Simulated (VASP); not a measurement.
K3Ag, 4 atoms in the cell. It takes space group Pm-3m (No. 221, cubic). The conventional cell has a = 5.778 Å, b = 5.778 Å, c = 5.778 Å, α = 90.00°, β = 90.00°, γ = 90.00°. K (site symmetry 4/mmm) has 8 K at 4.09 Å and 4 Ag at 4.09 Å within 5.4 Å. Within 5.4 Å of Ag (site symmetry m-3m) lie 12 K at 4.09 Å. 

| Quantity | Value |
| --- | --- |
| Program | VASP 6.6.1 |
| Task | single point |
| Functional | PBEsol |
| Potentials or basis | VASP PAW PBE potentials, release 64 (K_sv, Ag) |
| Cutoff | 520 eV |
| k mesh | 4 × 4 × 4 |
| Occupations | fermi-dirac, width 0.1 eV |
| Spin | no spin polarisation |
| Dipole correction | no |
| Further INCAR settings | ALGO = Normal; EDIFF = 1e-06; NBANDS = 27 |

Potentials or basis: VASP PAW PBE potentials, release 64 (K_sv, Ag).

The run is started by

```console
$ cat potpaw_PBE.64/K_sv/POTCAR potpaw_PBE.64/Ag/POTCAR > POTCAR
$ mpirun -np 1 vasp_std > vasp.out
```

Hardware: 1 thread of AMD EPYC 7R13 Processor (Zen 3), on a shared host.

Problem. How long does it take, and how much memory?

Solution. It took 36 s on 1 thread of AMD EPYC 7R13 Processor (Zen 3) (shared host), peak memory 0.3 GiB. Counts: scf iterations 12, k points 10.
